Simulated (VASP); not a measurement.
# BaO (Fm-3m) in VASP: single point with LDA

Aim: the single point of BaO with LDA.

Program: VASP 6.6.1. These are calculated values, not measurements. Logs are shortened: lines on timing, memory, paths and dates and some standing lists are left out, and cuts for length are marked.

## (1) The cell of the first run

Symmetry: Fm-3m, No. 225, cubic system. Conventional cell: a = 5.500 Å, b = 5.500 Å, c = 5.500 Å, α = 90.00°, β = 90.00°, γ = 90.00°. Ba (site symmetry m-3m) has 6 O at 2.75 Å within 3.6 Å. O (site symmetry m-3m) has 6 Ba at 2.75 Å within 3.6 Å.

## (2) Single point, LDA

Input file INCAR:

```
SYSTEM = BaO
  ALGO = Normal
  EDIFF = 1E-6
  ENCUT = 600
  GGA = CA
  GGA_COMPAT = .False.
  ISIF = 2
  ISMEAR = 0
  LASPH = .True.
  LCHARG = .True.
  LELF = .True.
  LREAL = .False.
  LVHAR = .True.
  LWAVE = .False.
  NBANDS = 15
  NELM = 120
  PREC = Accurate
  SIGMA = 0.01
```

Input file KPOINTS:

```
k-points
0
Gamma
  4 4 4
  0 0 0
```

Input file POSCAR:

```
BaO
1.0
    0.0000000000      2.7500000000      2.7500000000
    2.7500000000      0.0000000000      2.7500000000
    2.7500000000      2.7500000000      0.0000000000
Ba O
1 1
Direct
    0.0000000000      0.0000000000      0.0000000000
    0.5000000000      0.5000000000      0.5000000000
```

Potentials or basis: VASP PAW LDA potentials, release 64 (Ba_sv, O).

Launch:

```
cat potpaw_LDA.64/Ba_sv/POTCAR potpaw_LDA.64/O/POTCAR > POTCAR
mpirun -np 1 vasp_std > vasp.out
```

OUTCAR:

```text
SYSTEM = BaO
   EDIFF = 1E-6
   ENCUT = 600
   GGA = CA
   ISIF = 2
   ISMEAR = 0
   LASPH = .True.
   LREAL = .False.
   NELM = 120
   PREC = Accurate

 ion  position               nearest neighbor table
   1  0.000  0.000  0.000-   2 2.75   2 2.75   2 2.75   2 2.75   2 2.75   2 2.75
   2  0.500  0.500  0.500-   1 2.75   1 2.75   1 2.75   1 2.75   1 2.75   1 2.75

  LATTYP: Found a face centered cubic cell.
 ALAT       =     5.5000000000

  Lattice vectors:

 A1 = (   0.0000000000,   2.7500000000,   2.7500000000)
 A2 = (   2.7500000000,   0.0000000000,   2.7500000000)
 A3 = (   2.7500000000,   2.7500000000,   0.0000000000)

Analysis of symmetry for initial positions (statically):
=====================================================================
 Subroutine PRICEL returns:
 Original cell was already a primitive cell.

 Routine SETGRP: Setting up the symmetry group for a
 face centered cubic supercell.

 Subroutine GETGRP returns: Found 48 space group operations
 (whereof 48 operations were pure point group operations)
 out of a pool of 48 trial point group operations.

The static configuration has the point symmetry O_h .

Analysis of symmetry for dynamics (positions and initial velocities):
=====================================================================
 Subroutine PRICEL returns:
 Original cell was already a primitive cell.

 Routine SETGRP: Setting up the symmetry group for a
 face centered cubic supercell.

 Subroutine GETGRP returns: Found 48 space group operations
 (whereof 48 operations were pure point group operations)
 out of a pool of 48 trial point group operations.

The dynamic configuration has the point symmetry O_h .

 Subroutine INISYM returns: Found 48 space group operations
 (whereof 48 operations are pure point group operations),
 and found     1 'primitive' translations

----------------------------------------------------------------------------------------

                                     Primitive cell

  volume of cell :      41.5938

  direct lattice vectors                    reciprocal lattice vectors
     0.000000000  2.750000000  2.750000000    -0.181818182  0.181818182  0.181818182
     2.750000000  0.000000000  2.750000000     0.181818182 -0.181818182  0.181818182
     2.750000000  2.750000000  0.000000000     0.181818182  0.181818182 -0.181818182

  length of vectors
     3.889087297  3.889087297  3.889087297     0.314918329  0.314918329  0.314918329

  position of ions in fractional coordinates (direct lattice)
[... 72 lines left out ...]
   PSTRESS=    0.0 pullay stress
   NELECT =      16.0000    total number of electrons
   NUPDOWN=      -1.0000    fix difference up-down
   EMIN   =  10.00;   EMAX   =-10.00  energy-range for DOS
   EFERMI =   0.00;   METHOD = LEGACY
   ISMEAR =     0;   SIGMA  =   0.01  broadening in eV -4-tet -1-fermi 0-gaus
   EFERMI_NEDOS =   21; number of points for ismear=-14 and -15
   IALGO  =     38    algorithm
   IMIX   =      4    mixing-type and parameters
     AMIX     =   0.40;   BMIX     =  1.00
     AMIX_MAG =   1.60;   BMIX_MAG =  1.00
  volume/ion in A,a.u.               =      20.80       140.34
  Fermi-wavevector in a.u.,A,eV,Ry     =   1.190617  2.249940 19.287200  1.417569
  Thomas-Fermi vector in A             =   2.326698
   LORBIT       =      0    0 simple, 1 ext, 2 COOP (PROOUT), +10 PAW based schemes
   GGA     = CA    functional components
   LHFCALC =     F    Hartree Fock is set to
   AEXX    =    0.0000 exact exchange contribution
   IVDW    =     0    specifies the selected vdW correction
   LEPSILON=     F    determine dielectric tensor
   LRPA    =     F    only Hartree local field effects (RPA)
 non-spin polarized calculation
 Gauss-broadening in eV      SIGMA  =   0.01
  energy-cutoff  :      600.00
  volume of cell :       41.59
 maximum number of plane-waves:      1411
   NGX = 15   NGY = 15   NGZ = 15

 number of electron      15.9999997 magnetization

 Free energy of the ion-electron system (eV)
  ---------------------------------------------------
  ext. energy  EPLUGINS =         0.00000000
  ---------------------------------------------------
  free energy    TOTEN  =       -13.10737780 eV

  energy without entropy =      -13.10737780  energy(sigma->0) =      -13.10737780

 E-fermi :   1.7487     XC(G=0): -10.1649

 val. band max:        1.6952220050   @ k =   0.5000   0.5000   0.0000
 cond. band min:       3.4339356348   @ k =   0.5000   0.5000   0.0000
 fundamental gap:      1.7387136298
 Fermi energy:         1.7487019260

 k-point     1 :       0.0000    0.0000    0.0000
  band No.  band energies     occupation
      1     -24.0694      2.00000
      2     -13.0626      2.00000
      3      -8.5384      2.00000
      4      -8.5384      2.00000
      5      -8.5384      2.00000
      6       1.2744      2.00000
      7       1.2744      2.00000
      8       1.2744      2.00000
      9       5.1016      0.00000
     10       6.2729      0.00000
     11       6.2729      0.00000
     12       6.2729      0.00000
     13       8.6422      0.00000
     14       8.6422      0.00000
[... 113 lines left out ...]
      2     -13.4949      2.00000
      3      -9.7153      2.00000
      4      -9.7153      2.00000
      5      -8.5937      2.00000
      6       0.2366      2.00000
      7       1.4652      2.00000
      8       1.4652      2.00000
      9       6.1704      0.00000
     10       6.1704      0.00000
     11       8.6153      0.00000
     12      11.5940      0.00000
     13      11.6492      0.00000
     14      13.5045      0.00000
     15      14.9656      0.00000

------------------------ aborting loop because EDIFF is reached ----------------------------------------

  FORCE on cell =-STRESS in cart. coord.  units (eV):
  Direction    XX          YY          ZZ          XY          YZ          ZX
  --------------------------------------------------------------------------------------
  -------------------------------------------------------------------------------------
  Total       -0.2457551     -0.2457551     -0.2457551     -0.0000000      0.0000000     -0.0000000
  in kB       -9.4664053     -9.4664053     -9.4664053     -0.0000000      0.0000000     -0.0000000
  external PRESSURE =      -9.4664053 kB  Pullay stress =       0.0000000 kB

 VOLUME and BASIS-vectors are now :
 -----------------------------------------------------------------------------
  energy-cutoff  :      600.00
  volume of cell :       41.59
      direct lattice vectors                 reciprocal lattice vectors
     0.000000000  2.750000000  2.750000000    -0.181818182  0.181818182  0.181818182
     2.750000000  0.000000000  2.750000000     0.181818182 -0.181818182  0.181818182
     2.750000000  2.750000000  0.000000000     0.181818182  0.181818182 -0.181818182

 POSITION                                       TOTAL-FORCE (eV/Angst)
 -----------------------------------------------------------------------------------
      0.00000      0.00000      0.00000        -0.000000     -0.000000     -0.000000
      2.75000      2.75000      2.75000         0.000000      0.000000      0.000000
 -----------------------------------------------------------------------------------
    total drift:                                0.000000     -0.000000      0.000000

  FREE ENERGIE OF THE ION-ELECTRON SYSTEM (eV)
  ---------------------------------------------------
  free  energy   TOTEN  =       -13.1073778018 eV

  energy  without entropy=      -13.1073778018  energy(sigma->0) =      -13.10737780
```

OSZICAR:

```text
N       E                     dE             d eps       ncg     rms          rms(c)
DAV:   1     0.803905516910E+02    0.80391E+02   -0.84878E+03   240   0.111E+03
DAV:   2    -0.113908995737E+02   -0.91781E+02   -0.84498E+02   324   0.208E+02
DAV:   3    -0.156168375964E+02   -0.42259E+01   -0.42035E+01   290   0.449E+01
DAV:   4    -0.156870104120E+02   -0.70173E-01   -0.70162E-01   283   0.561E+00
DAV:   5    -0.156884355845E+02   -0.14252E-02   -0.14251E-02   297   0.676E-01    0.947E+00
DAV:   6    -0.134408886536E+02    0.22475E+01   -0.84982E+00   240   0.218E+01    0.646E+00
DAV:   7    -0.131712040240E+02    0.26968E+00   -0.73133E-01   276   0.633E+00    0.229E+00
DAV:   8    -0.131086320862E+02    0.62572E-01   -0.10644E-01   275   0.293E+00    0.563E-01
DAV:   9    -0.131073346001E+02    0.12975E-02   -0.84958E-03   275   0.777E-01    0.185E-01
DAV:  10    -0.131074111989E+02   -0.76599E-04   -0.11185E-03   247   0.274E-01    0.659E-02
DAV:  11    -0.131073862205E+02    0.24978E-04   -0.16396E-04   268   0.120E-01    0.288E-02
DAV:  12    -0.131073778193E+02    0.84012E-05   -0.80355E-06   289   0.279E-02    0.198E-03
DAV:  13    -0.131073778018E+02    0.17526E-07   -0.37065E-07   190   0.458E-03
   1 F= -.13107378E+02 E0= -.13107378E+02  d E =-.100254E-15
```

stdout:

```text
POSCAR found type information on POSCAR BaO
 POSCAR found :  2 types and       2 ions
 scaLAPACK will be used
 LDA part: xc-table for (Slater(with rela. corr.)+CA(PZ))
 , standard interpolation
 POSCAR, INCAR and KPOINTS ok, starting setup
 FFT: planning ... GRIDC
 FFT: planning ... GRID_SOFT
 FFT: planning ... GRID
 WAVECAR not read
 entering main loop
```

It took 16 s on 1 thread of Intel Xeon 8259CL, shared host; peak memory 0.15 GiB.

What came out:

```
Free energy            : -13.1074 eV
Pressure               : -0.9 GPa
Band gap on the k mesh : 1.74 eV, direct
```

Caveat: the k points lie up to 0.49 Å⁻¹ apart; spin-orbit coupling is left out, which moves the levels of the heavy elements. A k mesh can miss the band edges.
